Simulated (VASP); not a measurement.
Input of a VASP 6.6.1 run:

The input INCAR:

```
ALGO = Normal ; EDIFF = 1E-6
ENCUT = 520 ; GGA = PE
ISIF = 2 ; ISMEAR = 0
LASPH = True ; LCHARG = True
LELF = True ; LREAL = False
LVHAR = True ; LWAVE = False
NBANDS = 9 ; NELM = 100
PREC = Accurate ; SIGMA = 0.1
```

The input KPOINTS:

```
k-points
0
Gamma
  6 6 4
```

Contents of POSCAR:

```
S
1.0
    2.2188546185      0.0000000000      0.0000000000
    0.0000000000      2.5960040558      0.0000000000
    0.0000000000      0.0000000000      3.7832131399
S
1
Direct
    0.5000000000      0.0000000000      0.0000000000
```

Potentials or basis: VASP PAW PBE potentials, release 64 (S).

Launch:

```sh
$ cat potpaw_PBE.64/S/POTCAR > POTCAR
$ mpirun -np 1 vasp_std > vasp.out
```

(1) Estimate the band gap on the k mesh.

(2) Predict the pressure.

Results:

(1) zero (band 3 reaches 5.76 eV, above the bottom of band 4 at 2.47 eV).

(2) -0.1 GPa.

Caveat: the k points lie up to 0.47 Å⁻¹ apart.
